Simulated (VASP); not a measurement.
# TiO2 (P4_2/mnm) in VASP: further runs

TiO2 is run at these levels: r2SCAN; tasks: single point.

Everything below comes from runs of VASP 6.6.1. Logs are shortened: lines on timing, memory, paths and dates and some standing lists are left out, and cuts for length are marked.

### Step 1. The cell of the first run

The structure is tetragonal, space group P4_2/mnm (No. 136). The conventional cell has a = 4.597 Å, b = 4.597 Å, c = 2.865 Å, α = 90.00°, β = 90.00°, γ = 90.00°. Ti (site symmetry mmm) has 6 O at 1.92 to 1.97 Å within 2.5 Å. O (site symmetry m2m) has 3 Ti at 1.92 to 1.97 Å within 2.5 Å.

### Step 2. Single point, r2SCAN (uniaxial z strain -3.0%)

Input file POSCAR:

```
TiO2
1.0
    4.5968534940      0.0000000000      0.0000000000
    0.0000000000      4.5968534940      0.0000000000
    0.0000000000      0.0000000000      2.8648865286
Ti O
2 4
Direct
    0.0000000000      0.0000000000      0.0000000000
    0.5000000000      0.5000000000      0.5000000000
    0.3031853094      0.3031853094      0.0000000000
    0.1968146906      0.8031853094      0.5000000000
    0.8031853094      0.1968146906      0.5000000000
    0.6968146906      0.6968146906      0.0000000000
```

Input file INCAR.step1:

```
  PREC = Accurate
  ENCUT = 520
  ISMEAR = 0
  SIGMA = 0.01
  LREAL = F
  LASPH = T
  NELM = 80
  NBANDS = 33
  GGA = PE
  ALGO = Normal
  EDIFF = 1E-4
  LWAVE = T
  LCHARG = F
```

Input file INCAR.step2:

```
  PREC = Accurate
  ENCUT = 520
  EDIFF = 1E-6
  ISMEAR = 0
  SIGMA = 0.01
  LREAL = F
  LASPH = T
  NELM = 80
  ALGO = Normal
  ISIF = 2
  LWAVE = F
  LCHARG = F
  METAGGA = R2SCAN
  LMIXTAU = T
  NBANDS = 33
  ISTART = 1
```

Input file KPOINTS:

```
regular mesh
0
Gamma
  6 6 8
```

Potentials or basis: VASP PAW PBE potentials, release 64 (Ti_sv, O).

The run is started by

```
cat potpaw_PBE.64/Ti_sv/POTCAR potpaw_PBE.64/O/POTCAR > POTCAR
cp INCAR.step1 INCAR
mpirun -np 1 vasp_std > vasp.out
cp INCAR.step2 INCAR
mpirun -np 1 vasp_std > vasp.out
```

OUTCAR:

```text
PREC = Accurate
   ENCUT = 520
   EDIFF = 1E-6
   ISMEAR = 0
   LREAL = F
   LASPH = T
   NELM = 80
   ISIF = 2
   METAGGA = R2SCAN
   ISTART = 1

 ion  position               nearest neighbor table
   1  0.000  0.000  0.000-   4 1.92   5 1.92   4 1.92   5 1.92   3 1.97   6 1.97
   2  0.500  0.500  0.500-   3 1.92   6 1.92   3 1.92   6 1.92   5 1.97   4 1.97
   3  0.303  0.303  0.000-   2 1.92   2 1.92   1 1.97
   4  0.197  0.803  0.500-   1 1.92   1 1.92   2 1.97
   5  0.803  0.197  0.500-   1 1.92   1 1.92   2 1.97
   6  0.697  0.697  0.000-   2 1.92   2 1.92   1 1.97

  LATTYP: Found a simple tetragonal cell.
 ALAT       =     4.5968534940
 C/A-ratio  =     0.6232277214

  Lattice vectors:

 A1 = (   4.5968534940,   0.0000000000,   0.0000000000)
 A2 = (   0.0000000000,   4.5968534940,   0.0000000000)
 A3 = (   0.0000000000,   0.0000000000,   2.8648865286)

Analysis of symmetry for initial positions (statically):
=====================================================================
 Subroutine PRICEL returns:
 Original cell was already a primitive cell.

 Routine SETGRP: Setting up the symmetry group for a
 simple tetragonal supercell.

 Subroutine GETGRP returns: Found 16 space group operations
 (whereof  8 operations were pure point group operations)
 out of a pool of 16 trial point group operations.

The static configuration has the point symmetry D_2h.
 The point group associated with its full space group is D_4h.

Analysis of symmetry for dynamics (positions and initial velocities):
=====================================================================
 Subroutine PRICEL returns:
 Original cell was already a primitive cell.

 Routine SETGRP: Setting up the symmetry group for a
 simple tetragonal supercell.

 Subroutine GETGRP returns: Found 16 space group operations
 (whereof  8 operations were pure point group operations)
 out of a pool of 16 trial point group operations.

The dynamic configuration has the point symmetry D_2h.
 The point group associated with its full space group is D_4h.

 Subroutine INISYM returns: Found 16 space group operations
 (whereof  8 operations are pure point group operations),
 and found     1 'primitive' translations

----------------------------------------------------------------------------------------

                                     Primitive cell

  volume of cell :      60.5381

  direct lattice vectors                    reciprocal lattice vectors
     4.596853494  0.000000000  0.000000000     0.217540107  0.000000000  0.000000000
     0.000000000  4.596853494  0.000000000     0.000000000  0.217540107  0.000000000
     0.000000000  0.000000000  2.864886529     0.000000000  0.000000000  0.349053964

  length of vectors
     4.596853494  4.596853494  2.864886529     0.217540107  0.217540107  0.349053964

  position of ions in fractional coordinates (direct lattice)
     0.000000000  0.000000000  0.000000000
     0.500000000  0.500000000  0.500000000
     0.303185309  0.303185309  0.000000000
     0.196814691  0.803185309  0.500000000
     0.803185309  0.196814691  0.500000000
     0.696814691  0.696814691  0.000000000

  ion indices of the primitive-cell ions
   primitive index   ion index
                 1           1
                 2           2
                 3           3
                 4           4
                 5           5
                 6           6

----------------------------------------------------------------------------------------

 KPOINTS: regular mesh

Automatic generation of k-mesh.
 Grid dimensions read from file:
 generate k-points for:    6    6    8

 Generating k-lattice:

  Cartesian coordinates                     Fractional coordinates (reciprocal lattice)
     0.036256684  0.000000000  0.000000000     0.166666667  0.000000000  0.000000000
     0.000000000  0.036256684  0.000000000     0.000000000  0.166666667  0.000000000
     0.000000000  0.000000000  0.043631746     0.000000000  0.000000000  0.125000000

  Length of vectors
     0.036256684  0.036256684  0.043631746

  Shift w.r.t. Gamma in fractional coordinates (k-lattice)
     0.000000000  0.000000000  0.000000000

 Subroutine IBZKPT returns following result:
 ===========================================

 Found     50 irreducible k-points:

 Following reciprocal coordinates:
            Coordinates               Weight
  0.000000  0.000000  0.000000      1.000000
  0.166667  0.000000  0.000000      4.000000
  0.333333  0.000000  0.000000      4.000000
  0.500000  0.000000  0.000000      2.000000
  0.166667  0.166667  0.000000      4.000000
  0.333333  0.166667  0.000000      8.000000
[... 16 lines left out ...]
  0.333333  0.000000  0.250000      8.000000
  0.500000  0.000000  0.250000      4.000000
 [... further k-points ...]
   k-points           NKPTS =     50   k-points in BZ     NKDIM =     50   number of bands    NBANDS=     33
   number of dos      NEDOS =    301   number of ions     NIONS =      6
   total plane-waves  NPLWV =  31104
   dimension x,y,z NGX =    36 NGY =   36 NGZ =   24
   dimension x,y,z NGXF=    72 NGYF=   72 NGZF=   48
   ions per type =               2   4
   NGX,Y,Z   is equivalent  to a cutoff of  13.02, 13.02, 13.93 a.u.
   NGXF,Y,Z  is equivalent  to a cutoff of  26.04, 26.04, 27.85 a.u.
 SYSTEM =  unknown system
   PREC   = accura    normal or accurate (medium, high low for compatibility)
   ISTART =      1    job   : 0-new  1-cont  2-samecut
   ICHARG =      0    charge: 1-file 2-atom 10-const
   ISPIN  =      1    spin polarized calculation?
   LNONCOLLINEAR =      F non collinear calculations
   LSORBIT =      F    spin-orbit coupling
   LASPH  =      T    aspherical Exc in radial PAW
   ENCUT  =  520.0 eV  38.22 Ry    6.18 a.u.   8.55  8.55  5.33*2*pi/ulx,y,z
   NELM   =     80;   NELMIN=  2; NELMDL=  0     # of ELM steps
   EDIFF  = 0.1E-05   stopping-criterion for ELM
   LREAL  =      F    real-space projection
   EDIFFG = 0.1E-04   stopping-criterion for IOM
   NSW    =      0    number of steps for IOM
   IBRION =     -1    ionic relax: 0-MD 1-quasi-New 2-CG
   NFREE  =      0    steps in history (QN), initial steepest desc. (CG)
   ISIF   =      2    stress and relaxation
   ISYM   =      2    0-nonsym 1-usesym 2-fastsym
   POTIM  = 0.5000    time-step for ionic-motion
   TEBEG  =    0.0;   TEEND  =   0.0 temperature during run
   PSTRESS=    0.0 pullay stress
   NELECT =      48.0000    total number of electrons
   NUPDOWN=      -1.0000    fix difference up-down
   EMIN   =  10.00;   EMAX   =-10.00  energy-range for DOS
   EFERMI =   0.00;   METHOD = LEGACY
   ISMEAR =     0;   SIGMA  =   0.01  broadening in eV -4-tet -1-fermi 0-gaus
   EFERMI_NEDOS =   21; number of points for ismear=-14 and -15
   IALGO  =     38    algorithm
   IMIX   =      4    mixing-type and parameters
     AMIX     =   0.40;   BMIX     =  1.00
     AMIX_MAG =   1.60;   BMIX_MAG =  1.00
  volume/ion in A,a.u.               =      10.09        68.09
  Fermi-wavevector in a.u.,A,eV,Ry     =   1.515232  2.863372 31.237977  2.295927
  Thomas-Fermi vector in A             =   2.624783
   LORBIT       =      0    0 simple, 1 ext, 2 COOP (PROOUT), +10 PAW based schemes
   METAGGA = R2SCAN    functional components
   LHFCALC =     F    Hartree Fock is set to
   AEXX    =    0.0000 exact exchange contribution
   IVDW    =     0    specifies the selected vdW correction
   LEPSILON=     F    determine dielectric tensor
   LRPA    =     F    only Hartree local field effects (RPA)
 non-spin polarized calculation
 Gauss-broadening in eV      SIGMA  =   0.01
  energy-cutoff  :      520.00
  volume of cell :       60.54
 maximum number of plane-waves:      1648
 NGX is ok and might be reduce to    36
   NGX = 17   NGY = 17   NGZ = 11

 number of electron      48.0000022 magnetization

 Free energy of the ion-electron system (eV)
  ---------------------------------------------------
  ext. energy  EPLUGINS =         0.00000000
  ---------------------------------------------------
  free energy    TOTEN  =       -69.67458539 eV

  energy without entropy =      -69.67458539  energy(sigma->0) =      -69.67458539

 E-fermi :   4.9267     XC(G=0): -12.3261

 val. band max:        4.7806247806   @ k =   0.0000   0.0000   0.0000
 cond. band min:       7.0754458672   @ k =   0.0000   0.0000   0.0000
 fundamental gap:      2.2948210866
 Fermi energy:         4.9266578577

 k-point     1 :       0.0000    0.0000    0.0000
  band No.  band energies     occupation
      1     -54.1621      2.00000
      2     -54.1421      2.00000
      3     -29.4660      2.00000
      4     -29.4660      2.00000
      5     -29.2618      2.00000
      6     -29.2618      2.00000
[... 25 lines left out ...]
     32      12.1142      0.00000
     33      12.1142      0.00000

 k-point     2 :       0.1667    0.0000    0.0000
  band No.  band energies     occupation
      1     -54.1608      2.00000
      2     -54.1435      2.00000
      3     -29.4552      2.00000
      4     -29.4543      2.00000
      5     -29.2748      2.00000
      6     -29.2738      2.00000
[... 25 lines left out ...]
     32      12.0155      0.00000
     33      12.0348      0.00000

 k-point     3 :       0.3333    0.0000    0.0000
  band No.  band energies     occupation
      1     -54.1571      2.00000
      2     -54.1471      2.00000
      3     -29.4269      2.00000
      4     -29.4246      2.00000
      5     -29.3071      2.00000
      6     -29.3047      2.00000
[... 25 lines left out ...]
     32      11.8162      0.00000
     33      11.8536      0.00000

 k-point     4 :       0.5000    0.0000    0.0000
  band No.  band energies     occupation
      1     -54.1521      2.00000
      2     -54.1521      2.00000
      3     -29.4028      2.00000
      4     -29.4028      2.00000
      5     -29.3301      2.00000
      6     -29.3301      2.00000
[... 673 lines left out ...]
     32      11.2637      0.00000
     33      11.6270      0.00000

 k-point    23 :       0.3333    0.0000    0.2500
  band No.  band energies     occupation
      1     -54.1262      2.00000
      2     -54.1191      2.00000
      3     -29.5064      2.00000
      4     -29.4935      2.00000
      5     -29.3469      2.00000
      6     -29.3403      2.00000
[... 25 lines left out ...]
     32      10.7635      0.00000
     33      11.7779      0.00000

 k-point    24 :       0.5000    0.0000    0.2500
  band No.  band energies     occupation
      1     -54.1226      2.00000
      2     -54.1226      2.00000
      3     -29.5037      2.00000
      4     -29.5037      2.00000
      5     -29.3226      2.00000
      6     -29.3226      2.00000
[... 25 lines left out ...]
     32      10.5491      0.00000
     33      12.1905      0.00000

 [... further k-points ...]

------------------------ aborting loop because EDIFF is reached ----------------------------------------

  FORCE on cell =-STRESS in cart. coord.  units (eV):
  Direction    XX          YY          ZZ          XY          YZ          ZX
  --------------------------------------------------------------------------------------
  -------------------------------------------------------------------------------------
  Total        2.4090337      2.4090337      7.1420942      0.0000000      0.0000000      0.0000000
  in kB       63.7565344     63.7565344    189.0198465      0.0000000      0.0000000      0.0000000
  external PRESSURE =     105.5109718 kB  Pullay stress =       0.0000000 kB

 VOLUME and BASIS-vectors are now :
 -----------------------------------------------------------------------------
  energy-cutoff  :      520.00
  volume of cell :       60.54
      direct lattice vectors                 reciprocal lattice vectors
     4.596853494  0.000000000  0.000000000     0.217540107  0.000000000  0.000000000
     0.000000000  4.596853494  0.000000000     0.000000000  0.217540107  0.000000000
     0.000000000  0.000000000  2.864886529     0.000000000  0.000000000  0.349053964

 POSITION                                       TOTAL-FORCE (eV/Angst)
 -----------------------------------------------------------------------------------
      0.00000      0.00000      0.00000         0.000000      0.000000      0.000000
      2.29843      2.29843      1.43244         0.000000      0.000000      0.000000
      1.39370      1.39370      0.00000        -0.033350     -0.033350      0.000000
      0.90473      3.69213      1.43244         0.033350     -0.033350      0.000000
      3.69213      0.90473      1.43244        -0.033350      0.033350      0.000000
      3.20316      3.20316      0.00000         0.033350      0.033350      0.000000
 -----------------------------------------------------------------------------------
    total drift:                                0.000000      0.000000     -0.000000

  FREE ENERGIE OF THE ION-ELECTRON SYSTEM (eV)
  ---------------------------------------------------
  free  energy   TOTEN  =       -69.6745853890 eV

  energy  without entropy=      -69.6745853890  energy(sigma->0) =      -69.67458539
```

Wall time 5 min (1 thread of Intel Xeon 6975P-C, shared host); peak memory 0.23 GiB.

Results:

```
Free energy            : -69.6746 eV
Pressure               : 10.6 GPa
Largest force          : 0.047 eV/Å
Band gap on the k mesh : 2.29 eV, direct
```

Forces on the atoms (eV/Å):
```
Ti   0.000  0.000  0.000
Ti   0.000  0.000  0.000
O   -0.033 -0.033  0.000
O    0.033 -0.033  0.000
O   -0.033  0.033  0.000
O    0.033  0.033  0.000
```

Stress tensor (GPa, compression positive):
```
 6.38  0.00  0.00
 0.00  6.38  0.00
 0.00  0.00 18.90
```

Caveat: the cell differs from its parent crystal (uniaxial z strain -3.0%); the PAW data sets were made with another functional, which shifts forces and pressure a little. A k mesh can miss the band edges.

### Step 3. Single point, r2SCAN (uniaxial z strain -2.0%)

Input file POSCAR:

```
TiO2
1.0
    4.5968534940      0.0000000000      0.0000000000
    0.0000000000      4.5968534940      0.0000000000
    0.0000000000      0.0000000000      2.8944214413
Ti O
2 4
Direct
    0.0000000000      0.0000000000      0.0000000000
    0.5000000000      0.5000000000      0.5000000000
    0.3037080472      0.3037080472      0.0000000000
    0.1962919528      0.8037080472      0.5000000000
    0.8037080472      0.1962919528      0.5000000000
    0.6962919528      0.6962919528      0.0000000000
```

Input file INCAR.step1:

```
SYSTEM = TiO2
  PREC = Accurate
  ENCUT = 520
  ISMEAR = 0
  SIGMA = 0.01
  LREAL = .FALSE.
  LASPH = .TRUE.
  NELM = 100
  NBANDS = 33
  GGA = PE
  ALGO = Normal
  EDIFF = 1E-4
  LWAVE = .TRUE.
  LCHARG = .FALSE.
```

Input file INCAR.step2:

```
SYSTEM = TiO2
  PREC = Accurate
  ENCUT = 520
  EDIFF = 1E-7
  ISMEAR = 0
  SIGMA = 0.01
  LREAL = .FALSE.
  LASPH = .TRUE.
  NELM = 100
  ALGO = Normal
  ISIF = 2
  LWAVE = .FALSE.
  LCHARG = .FALSE.
  METAGGA = R2SCAN
  LMIXTAU = .TRUE.
  NBANDS = 33
  ISTART = 1
```

Input file KPOINTS:

```
regular mesh
0
G
  6 6 8
  0 0 0
```

Potentials or basis: VASP PAW PBE potentials, release 64 (Ti_sv, O).

The run is started by

```
cat potpaw_PBE.64/Ti_sv/POTCAR potpaw_PBE.64/O/POTCAR > POTCAR
cp INCAR.step1 INCAR
mpirun -np 1 vasp_std > vasp.out
cp INCAR.step2 INCAR
mpirun -np 1 vasp_std > vasp.out
```

Run time: 5 min. Hardware: 1 thread of Intel Xeon 6975P-C, shared host; peak memory 0.23 GiB.

Results (log left out):

```yaml
Free_energy: -69.7369 eV
Pressure: 7.3 GPa
Largest_force: 0.042 eV/Å
Band_gap_on_the_k_mesh: 2.28 eV, direct
```

Forces in eV/Å, atoms in the order of the input:
```
Ti   0.000  0.000  0.000
Ti   0.000  0.000  0.000
O   -0.030 -0.030  0.000
O    0.030 -0.030  0.000
O   -0.030  0.030  0.000
O    0.030  0.030  0.000
```

Stress tensor (GPa, compression positive):
```
 4.53  0.00  0.00
 0.00  4.53  0.00
 0.00  0.00 12.86
```

Levels at points of the mesh, in eV from the valence-band top:
```csv
k point,band 22,band 23,band 24,band 25,band 26,band 27
"(0.00, 0.00, 0.00)",-0.50,-0.50,0.00,2.28,2.56,2.95
"(0.50, 0.00, 0.00)",-1.59,-0.77,-0.77,2.98,2.98,3.57
"(0.50, 0.50, 0.00)",-1.27,-1.16,-1.16,2.30,2.30,3.07
"(0.00, 0.00, 0.50)",-2.40,-1.49,-1.49,3.45,3.45,3.90
"(0.50, 0.00, 0.50)",-2.10,-1.10,-1.10,2.37,2.37,3.91
"(0.50, 0.50, 0.50)",-1.33,-0.71,-0.71,3.08,3.08,3.68
```

Caveat: the cell differs from its parent crystal (uniaxial z strain -2.0%); the PAW data sets were made with another functional, which shifts forces and pressure a little. A k mesh can miss the band edges.

### Step 4. Single point, r2SCAN (uniaxial z strain -1.0%)

Input file POSCAR:

```
TiO2
1.0
    4.5968534940      0.0000000000      0.0000000000
    0.0000000000      4.5968534940      0.0000000000
    0.0000000000      0.0000000000      2.9239563539
Ti O
2 4
Direct
    0.0000000000      0.0000000000      0.0000000000
    0.5000000000      0.5000000000      0.5000000000
    0.3041857455      0.3041857455      0.0000000000
    0.1958142545      0.8041857455      0.5000000000
    0.8041857455      0.1958142545      0.5000000000
    0.6958142545      0.6958142545      0.0000000000
```

Input file INCAR.step1:

```
ALGO = Normal
EDIFF = 1E-4
ENCUT = 520
GGA = PE
ISMEAR = 0
LASPH = True
LCHARG = False
LREAL = False
LWAVE = True
NBANDS = 33
NELM = 100
PREC = Accurate
SIGMA = 0.01
```

Input file INCAR.step2:

```
ALGO = Normal
EDIFF = 1E-7
ENCUT = 520
ISIF = 2
ISMEAR = 0
ISTART = 1
LASPH = True
LCHARG = False
LMIXTAU = True
LREAL = False
LWAVE = False
METAGGA = R2SCAN
NBANDS = 33
NELM = 100
PREC = Accurate
SIGMA = 0.01
```

Input file KPOINTS:

```
k-points
0
Gamma
  6 6 8
```

The run is started by

```
cat potpaw_PBE.64/Ti_sv/POTCAR potpaw_PBE.64/O/POTCAR > POTCAR
cp INCAR.step1 INCAR
mpirun -np 1 vasp_std > vasp.out
cp INCAR.step2 INCAR
mpirun -np 1 vasp_std > vasp.out
```

Run time: 5.2 min. Hardware: 1 thread of Intel Xeon 6975P-C, shared host; peak memory 0.23 GiB.

The run converged. Its results:

| Item | Value |
| --- | --- |
| Free energy | -69.7763 eV |
| Pressure | 4.2 GPa |
| Largest force | 0.038 eV/Å |
| Band gap on the k mesh | 2.25 eV, direct |

Forces on the atoms (eV/Å):
```
Ti   0.000  0.000  0.000
Ti   0.000  0.000  0.000
O   -0.027 -0.027  0.000
O    0.027 -0.027  0.000
O   -0.027  0.027  0.000
O    0.027  0.027  0.000
```

Stress tensor (GPa, compression positive):
```
2.74 0.00 0.00
0.00 2.74 0.00
0.00 0.00 7.14
```

Levels at points of the mesh, in eV from the valence-band top:
```csv
k point,band 21,band 22,band 23,band 24,band 25,band 26,band 27,band 28
"(0.00, 0.00, 0.00)",-0.72,-0.50,-0.50,0.00,2.25,2.56,2.87,2.96
"(0.50, 0.00, 0.00)",-1.64,-1.64,-0.77,-0.77,2.95,2.95,3.49,3.49
"(0.50, 0.50, 0.00)",-1.33,-1.33,-1.14,-1.14,2.28,2.28,2.98,2.98
"(0.00, 0.00, 0.50)",-2.40,-2.40,-1.49,-1.49,3.39,3.39,3.74,3.74
"(0.50, 0.00, 0.50)",-2.09,-2.09,-1.10,-1.10,2.33,2.33,3.76,3.76
"(0.50, 0.50, 0.50)",-1.32,-1.32,-0.72,-0.72,3.02,3.02,3.64,3.64
```

Caveat: the cell differs from its parent crystal (uniaxial z strain -1.0%); the PAW data sets were made with another functional, which shifts forces and pressure a little.

[end of part 1 of 2]
